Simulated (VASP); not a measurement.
# MgBCl5 (P4/mmm) in VASP: further runs

MgBCl5 is run at these levels: PBE; tasks: single point, relaxation of cell and atoms.

All numbers are computed with VASP 6.6.1; they aren't measurements. Logs are shortened: lines on timing, memory, paths and dates and some standing lists are left out, and cuts for length are marked.

**1. The cell of the first run**

It takes space group P4/mmm (No. 123, tetragonal). Conventional cell: a = 4.601 Å, b = 4.601 Å, c = 7.004 Å, α = 90.00°, β = 90.00°, γ = 90.00°. Mg (site symmetry 4/mmm) has 10 Cl at 2.71 to 3.50 Å within 3.6 Å. Within 4.1 Å of B (site symmetry 4/mmm) lie 12 Cl at 3.10 to 3.25 Å. Cl (site symmetry 2mm) has 2 Mg at 2.71 Å and 7 Cl at 2.86 to 3.25 Å and 2 B at 3.10 Å within 3.6 Å. Cl (site symmetry 4/mmm) has 8 Cl at 3.10 Å and 4 B at 3.25 Å and 2 Mg at 3.50 Å within 4.1 Å.

The cell was generated, and may not be a known phase.

**2. Single point, PBE**

INCAR reads:

```
PREC = Accurate
ENCUT = 520
EDIFF = 1E-6
ISMEAR = 0
SIGMA = 0.1
LREAL = False
LASPH = True
NELM = 60
ALGO = Normal
ISIF = 2
LWAVE = False
LCHARG = False
GGA = PE
NBANDS = 29
```

KPOINTS reads:

```
regular mesh
0
Gamma
  8 8 6
```

POSCAR reads:

```
MgBCl5
1.0
    4.6006988850      0.0000000000      0.0000000000
    0.0000000000      4.6006988850      0.0000000000
    0.0000000000      0.0000000000      7.0040843013
Mg B Cl
1 1 5
Direct
    0.0000000000      0.0000000000      0.0000000000
    0.5000000000      0.5000000000      0.5000000000
    0.5000000000      0.0000000000      0.7959117218
    0.5000000000      0.0000000000      0.2040882782
    0.0000000000      0.5000000000      0.7959117218
    0.0000000000      0.5000000000      0.2040882782
    0.0000000000      0.0000000000      0.5000000000
```

Potentials or basis: VASP PAW PBE potentials, release 64 (Mg, B, Cl).

Run with:

```bash
$ cat potpaw_PBE.64/Mg/POTCAR potpaw_PBE.64/B/POTCAR potpaw_PBE.64/Cl/POTCAR > POTCAR
$ mpirun -np 1 vasp_std > vasp.out
```

OUTCAR:

```text
PREC = Accurate
   ENCUT = 520
   EDIFF = 1E-6
   ISMEAR = 0
   LREAL = False
   LASPH = True
   NELM = 60
   ISIF = 2
   GGA = PE

 ion  position               nearest neighbor table
   1  0.000  0.000  0.000-   3 2.71   4 2.71   5 2.71   6 2.71   5 2.71   6 2.71   3 2.71   4 2.71

   2  0.500  0.500  0.500-
   3  0.500  0.000  0.796-   1 2.71   1 2.71
   4  0.500  0.000  0.204-   1 2.71   1 2.71
   5  0.000  0.500  0.796-   1 2.71   1 2.71
   6  0.000  0.500  0.204-   1 2.71   1 2.71
   7  0.000  0.000  0.500-

  LATTYP: Found a simple tetragonal cell.
 ALAT       =     4.6006988850
 C/A-ratio  =     1.5223957221

  Lattice vectors:

 A1 = (   4.6006988850,   0.0000000000,   0.0000000000)
 A2 = (   0.0000000000,   4.6006988850,   0.0000000000)
 A3 = (   0.0000000000,   0.0000000000,   7.0040843013)

Analysis of symmetry for initial positions (statically):
=====================================================================
 Subroutine PRICEL returns:
 Original cell was already a primitive cell.

 Routine SETGRP: Setting up the symmetry group for a
 simple tetragonal supercell.

 Subroutine GETGRP returns: Found 16 space group operations
 (whereof 16 operations were pure point group operations)
 out of a pool of 16 trial point group operations.

The static configuration has the point symmetry D_4h.

Analysis of symmetry for dynamics (positions and initial velocities):
=====================================================================
 Subroutine PRICEL returns:
 Original cell was already a primitive cell.

 Routine SETGRP: Setting up the symmetry group for a
 simple tetragonal supercell.

 Subroutine GETGRP returns: Found 16 space group operations
 (whereof 16 operations were pure point group operations)
 out of a pool of 16 trial point group operations.

The dynamic configuration has the point symmetry D_4h.

 Subroutine INISYM returns: Found 16 space group operations
 (whereof 16 operations are pure point group operations),
 and found     1 'primitive' translations

----------------------------------------------------------------------------------------

                                     Primitive cell

  volume of cell :     148.2515

  direct lattice vectors                    reciprocal lattice vectors
     4.600698885  0.000000000  0.000000000     0.217358281  0.000000000  0.000000000
     0.000000000  4.600698885  0.000000000     0.000000000  0.217358281  0.000000000
     0.000000000  0.000000000  7.004084301     0.000000000  0.000000000  0.142773838

  length of vectors
     4.600698885  4.600698885  7.004084301     0.217358281  0.217358281  0.142773838

  position of ions in fractional coordinates (direct lattice)
     0.000000000  0.000000000  0.000000000
     0.500000000  0.500000000  0.500000000
     0.500000000  0.000000000  0.795911722
     0.500000000  0.000000000  0.204088278
     0.000000000  0.500000000  0.795911722
     0.000000000  0.500000000  0.204088278
     0.000000000  0.000000000  0.500000000

  ion indices of the primitive-cell ions
   primitive index   ion index
                 1           1
                 2           2
                 3           3
                 4           4
                 5           5
                 6           6
                 7           7

----------------------------------------------------------------------------------------

 KPOINTS: regular mesh

Automatic generation of k-mesh.
 Grid dimensions read from file:
 generate k-points for:    8    8    6

 Generating k-lattice:

  Cartesian coordinates                     Fractional coordinates (reciprocal lattice)
     0.027169785  0.000000000  0.000000000     0.125000000  0.000000000  0.000000000
     0.000000000  0.027169785  0.000000000     0.000000000  0.125000000  0.000000000
     0.000000000  0.000000000  0.023795640     0.000000000  0.000000000  0.166666667

  Length of vectors
     0.027169785  0.027169785  0.023795640

  Shift w.r.t. Gamma in fractional coordinates (k-lattice)
     0.000000000  0.000000000  0.000000000

 Subroutine IBZKPT returns following result:
 ===========================================

 Found     60 irreducible k-points:

 Following reciprocal coordinates:
            Coordinates               Weight
  0.000000  0.000000  0.000000      1.000000
  0.125000  0.000000  0.000000      4.000000
  0.250000  0.000000  0.000000      4.000000
  0.375000  0.000000  0.000000      4.000000
  0.500000  0.000000  0.000000      2.000000
  0.125000  0.125000  0.000000      4.000000
[... 16 lines left out ...]
  0.375000  0.125000  0.166667     16.000000
  0.500000  0.125000  0.166667      8.000000
 [... further k-points ...]
   k-points           NKPTS =     60   k-points in BZ     NKDIM =     60   number of bands    NBANDS=     29
   number of dos      NEDOS =    301   number of ions     NIONS =      7
   total plane-waves  NPLWV =  69984
   dimension x,y,z NGX =    36 NGY =   36 NGZ =   54
   dimension x,y,z NGXF=    72 NGYF=   72 NGZF=  108
   ions per type =               1   1   5
   NGX,Y,Z   is equivalent  to a cutoff of  13.01, 13.01, 12.82 a.u.
   NGXF,Y,Z  is equivalent  to a cutoff of  26.02, 26.02, 25.63 a.u.
 SYSTEM =  unknown system
   PREC   = accura    normal or accurate (medium, high low for compatibility)
   ISTART =      0    job   : 0-new  1-cont  2-samecut
   ICHARG =      2    charge: 1-file 2-atom 10-const
   ISPIN  =      1    spin polarized calculation?
   LNONCOLLINEAR =      F non collinear calculations
   LSORBIT =      F    spin-orbit coupling
   LASPH  =      T    aspherical Exc in radial PAW
   ENCUT  =  520.0 eV  38.22 Ry    6.18 a.u.   8.55  8.55 13.02*2*pi/ulx,y,z
   NELM   =     60;   NELMIN=  2; NELMDL= -5     # of ELM steps
   EDIFF  = 0.1E-05   stopping-criterion for ELM
   LREAL  =      F    real-space projection
   EDIFFG = 0.1E-04   stopping-criterion for IOM
   NSW    =      0    number of steps for IOM
   IBRION =     -1    ionic relax: 0-MD 1-quasi-New 2-CG
   NFREE  =      0    steps in history (QN), initial steepest desc. (CG)
   ISIF   =      2    stress and relaxation
   ISYM   =      2    0-nonsym 1-usesym 2-fastsym
   POTIM  = 0.5000    time-step for ionic-motion
   TEBEG  =    0.0;   TEEND  =   0.0 temperature during run
   PSTRESS=    0.0 pullay stress
   NELECT =      40.0000    total number of electrons
   NUPDOWN=      -1.0000    fix difference up-down
   EMIN   =  10.00;   EMAX   =-10.00  energy-range for DOS
   EFERMI =   0.00;   METHOD = LEGACY
   ISMEAR =     0;   SIGMA  =   0.10  broadening in eV -4-tet -1-fermi 0-gaus
   EFERMI_NEDOS =   21; number of points for ismear=-14 and -15
   IALGO  =     38    algorithm
   IMIX   =      4    mixing-type and parameters
     AMIX     =   0.40;   BMIX     =  1.00
     AMIX_MAG =   1.60;   BMIX_MAG =  1.00
  volume/ion in A,a.u.               =      21.18       142.92
  Fermi-wavevector in a.u.,A,eV,Ry     =   1.057861  1.999067 15.225863  1.119069
  Thomas-Fermi vector in A             =   2.193149
   LORBIT       =      0    0 simple, 1 ext, 2 COOP (PROOUT), +10 PAW based schemes
   GGA     = PE    functional components
   LHFCALC =     F    Hartree Fock is set to
   AEXX    =    0.0000 exact exchange contribution
   IVDW    =     0    specifies the selected vdW correction
   LEPSILON=     F    determine dielectric tensor
   LRPA    =     F    only Hartree local field effects (RPA)
 non-spin polarized calculation
 Gauss-broadening in eV      SIGMA  =   0.10
  energy-cutoff  :      520.00
  volume of cell :      148.25
 maximum number of plane-waves:      4014
 NGX is ok and might be reduce to    36
   NGX = 17   NGY = 17   NGZ = 27

 number of electron      40.0000017 magnetization

 Free energy of the ion-electron system (eV)
  ---------------------------------------------------
  ext. energy  EPLUGINS =         0.00000000
  ---------------------------------------------------
  free energy    TOTEN  =       -16.28763711 eV

  energy without entropy =      -16.25033132  energy(sigma->0) =      -16.26898421

 E-fermi :   1.3240     XC(G=0):  -9.0144

 val. band max:        1.3089644418   @ k =   0.3750   0.3750   0.3333
 cond. band min:       1.3270508885   @ k =   0.2500   0.1250   0.1667
 fundamental gap:      0.0180864467
 Fermi energy:         1.3239538476

 k-point     1 :       0.0000    0.0000    0.0000
  band No.  band energies     occupation
      1     -13.4799      2.00000
      2     -12.5319      2.00000
      3     -12.2185      2.00000
      4     -11.9106      2.00000
      5     -11.5925      2.00000
      6      -3.5254      2.00000
[... 21 lines left out ...]
     28       9.8897      0.00000
     29       9.9198      0.00000

 k-point     2 :       0.1250    0.0000    0.0000
  band No.  band energies     occupation
      1     -13.4360      2.00000
      2     -12.4976      2.00000
      3     -12.2608      2.00000
      4     -11.9160      2.00000
      5     -11.6293      2.00000
      6      -3.5943      2.00000
[... 21 lines left out ...]
     28       9.6389      0.00000
     29       9.9307      0.00000

 k-point     3 :       0.2500    0.0000    0.0000
  band No.  band energies     occupation
      1     -13.3102      2.00000
      2     -12.3993      2.00000
      3     -12.3900      2.00000
      4     -11.9216      2.00000
      5     -11.7340      2.00000
      6      -3.6954      2.00000
[... 21 lines left out ...]
     28       9.8636      0.00000
     29      10.0143      0.00000

 k-point     4 :       0.3750    0.0000    0.0000
  band No.  band energies     occupation
      1     -13.1240      2.00000
      2     -12.5861      2.00000
      3     -12.2502      2.00000
      4     -11.9211      2.00000
      5     -11.8896      2.00000
      6      -3.7352      2.00000
[... 597 lines left out ...]
     28       9.8715      0.00000
     29      10.0637      0.00000

 k-point    23 :       0.3750    0.1250    0.1667
  band No.  band energies     occupation
      1     -13.0581      2.00000
      2     -12.5802      2.00000
      3     -12.3397      2.00000
      4     -11.9658      2.00000
      5     -11.8119      2.00000
      6      -3.6491      2.00000
[... 21 lines left out ...]
     28      10.1221      0.00000
     29      10.4533      0.00000

 k-point    24 :       0.5000    0.1250    0.1667
  band No.  band energies     occupation
      1     -12.9106      2.00000
      2     -12.7255      2.00000
      3     -12.2286      2.00000
      4     -12.0734      2.00000
      5     -11.8209      2.00000
      6      -3.6350      2.00000
[... 21 lines left out ...]
     28      10.4726      0.00000
     29      11.0243      0.00000

 [... further k-points ...]

------------------------ aborting loop because EDIFF is reached ----------------------------------------

  FORCE on cell =-STRESS in cart. coord.  units (eV):
  Direction    XX          YY          ZZ          XY          YZ          ZX
  --------------------------------------------------------------------------------------
  -------------------------------------------------------------------------------------
  Total       -0.1471783     -0.1471783     -0.1390060      0.0000000     -0.0000000      0.0000000
  in kB       -1.5905794     -1.5905794     -1.5022604      0.0000000     -0.0000000      0.0000000
  external PRESSURE =      -1.5611397 kB  Pullay stress =       0.0000000 kB

 VOLUME and BASIS-vectors are now :
 -----------------------------------------------------------------------------
  energy-cutoff  :      520.00
  volume of cell :      148.25
      direct lattice vectors                 reciprocal lattice vectors
     4.600698885  0.000000000  0.000000000     0.217358281  0.000000000  0.000000000
     0.000000000  4.600698885  0.000000000     0.000000000  0.217358281  0.000000000
     0.000000000  0.000000000  7.004084301     0.000000000  0.000000000  0.142773838

 POSITION                                       TOTAL-FORCE (eV/Angst)
 -----------------------------------------------------------------------------------
      0.00000      0.00000      0.00000         0.000000     -0.000000      0.000000
      2.30035      2.30035      3.50204         0.000000     -0.000000      0.000000
      2.30035      0.00000      5.57463        -0.000000     -0.000000      0.011567
      2.30035      0.00000      1.42945         0.000000     -0.000000     -0.011567
      0.00000      2.30035      5.57463        -0.000000      0.000000      0.011567
      0.00000      2.30035      1.42945         0.000000      0.000000     -0.011567
      0.00000      0.00000      3.50204         0.000000     -0.000000      0.000000
 -----------------------------------------------------------------------------------
    total drift:                                0.000000     -0.000000      0.000000

  FREE ENERGIE OF THE ION-ELECTRON SYSTEM (eV)
  ---------------------------------------------------
  free  energy   TOTEN  =       -16.2876371063 eV

  energy  without entropy=      -16.2503313160  energy(sigma->0) =      -16.26898421
```

It took 5.5 min on 1 thread of Intel Xeon 8259CL, shared host; peak memory 0.38 GiB.

Results:

```
Free energy            : -16.2876 eV
Pressure               : -0.2 GPa
Largest force          : 0.012 eV/Å
Band gap on the k mesh : zero (bands 20 and 21 overlap by 0.64 eV)
```

Forces on the atoms (eV/Å):
```
Mg   0.000  0.000  0.000
B    0.000  0.000  0.000
Cl   0.000  0.000  0.012
Cl   0.000  0.000 -0.012
Cl   0.000  0.000  0.012
Cl   0.000  0.000 -0.012
Cl   0.000  0.000  0.000
```

**3. Relaxation of cell and atoms, PBE**

This run uses another cell than the first one, of 20.97 Å³/atom.

INCAR reads:

```
SYSTEM = MgBCl5
ALGO     = Normal         ! electronic algorithm
EDIFF    = 1E-7           ! SCF threshold, eV
EDIFFG   = -0.01          ! ionic threshold
ENCUT    = 600            ! plane-wave cutoff, eV
GGA      = PE             ! functional
IBRION   = 2              ! ionic algorithm
ISIF     = 3              ! what is computed and relaxed
ISMEAR   = 0              ! smearing method
LASPH    = .True.         ! aspherical terms in the spheres
LCHARG   = .False.        ! write CHGCAR
LREAL    = .False.        ! projectors in reciprocal space
LWAVE    = .False.        ! write WAVECAR
NELM     = 100            ! most SCF steps
NSW      = 100            ! ionic steps
PREC     = Accurate       ! precision mode
SIGMA    = 0.1            ! smearing width, eV
```

KPOINTS reads:

```
k-points
0
Gamma
  8 8 6
  0 0 0
```

POSCAR reads:

```
MgBCl5
1.0
    4.6087989956      0.0000000000      0.0000000000
    0.0000000000      4.6087989956      0.0000000000
    0.0000000000      0.0000000000      6.9105483901
Mg B Cl
1 1 5
Direct
    0.0000000000      0.0000000000      0.0000000000
    0.5000000000      0.5000000000      0.5000000000
    0.5000000000      0.0000000000      0.7941332517
    0.5000000000      0.0000000000      0.2058667483
    0.0000000000      0.5000000000      0.7941332517
    0.0000000000      0.5000000000      0.2058667483
    0.0000000000      0.0000000000      0.5000000000
```

Potentials or basis: VASP PAW PBE potentials, release 64 (Mg, B, Cl).

Run with:

```bash
$ cat potpaw_PBE.64/Mg/POTCAR potpaw_PBE.64/B/POTCAR potpaw_PBE.64/Cl/POTCAR > POTCAR
$ mpirun -np 1 vasp_std > vasp.out
```

Run time: 7.8 min. Hardware: 1 thread of Intel Xeon 6975P-C (Granite Rapids), shared host; peak memory 0.46 GiB.

It converged, with:

| Item | Value |
| --- | --- |
| Free energy | -16.2881 eV |
| Relaxed volume | 21.13 Å³/atom |
| Relaxed cell | a = 4.595 Å, b = 4.595 Å, c = 7.004 Å, α = 90.00°, β = 90.00°, γ = 90.00° |
| Space group after relaxing (to 0.1 Å) | P4/mmm (No. 123) |
| Energy gained by relaxing | 0.3 meV/atom |
| Ionic steps | 7 |
| Pressure after relaxing | 0.0 GPa |
| Largest force after relaxing | 0.006 eV/Å |
| Band gap on the k mesh | zero (bands 20 and 21 overlap by 0.64 eV) |

Forces in eV/Å, atoms in the order of the input:
```
Mg   0.000  0.000  0.000
B    0.000  0.000  0.000
Cl   0.000  0.000 -0.006
Cl   0.000  0.000  0.006
Cl   0.000  0.000 -0.006
Cl   0.000  0.000  0.006
Cl   0.000  0.000  0.000
```

The path:
```
step  energy change (eV)  largest force (eV/Å)  pressure (GPa)  volume (Å³)
   1              0.0000                0.0117            0.16       146.79
   2             -0.0005                0.0172            0.05       147.25
   3             -0.0006                0.0215           -0.03       147.60
   4             -0.0006                0.0225           -0.05       147.67
   5             -0.0008                0.0197           -0.04       147.70
   6             -0.0014                0.0115           -0.03       147.77
   7             -0.0018                0.0058            0.01       147.90
```

Final structure:
```yaml
crystal:
  lattice:
    - [4.59521, 0.00000, 0.00000]
    - [0.00000, 4.59521, 0.00000]
    - [0.00000, 0.00000, 7.00430]
  atoms:
    - { symbol: Mg, position: [0.00000, 0.00000, 0.00000] }
    - { symbol: B, position: [0.50000, 0.50000, 0.50000] }
    - { symbol: Cl, position: [0.50000, 0.00000, 0.79648] }
    - { symbol: Cl, position: [0.50000, 0.00000, 0.20352] }
    - { symbol: Cl, position: [0.00000, 0.50000, 0.79648] }
    - { symbol: Cl, position: [0.00000, 0.50000, 0.20352] }
    - { symbol: Cl, position: [0.00000, 0.00000, 0.50000] }
```

Levels at points of the mesh, in eV from the Fermi level:
```csv
k point,band 16,band 17,band 18,band 19,band 20,band 21,band 22,band 23,band 24
"(0.00, 0.00, 0.00)",-0.84,-0.84,-0.34,-0.34,-0.26,-0.10,2.73,2.96,2.96
"(0.50, 0.00, 0.00)",-1.20,-1.00,-0.93,-0.68,-0.59,0.36,2.44,2.46,3.14
"(0.50, 0.50, 0.00)",-0.51,-0.51,-0.35,-0.24,-0.20,0.19,3.02,3.02,3.09
"(0.00, 0.00, 0.50)",-0.79,-0.79,-0.53,-0.38,-0.38,-0.21,2.41,3.07,3.07
"(0.50, 0.00, 0.50)",-1.54,-1.17,-0.72,-0.53,-0.42,0.48,2.60,2.92,2.93
"(0.50, 0.50, 0.50)",-0.78,-0.28,-0.18,0.16,0.40,0.40,2.72,3.23,3.23
```
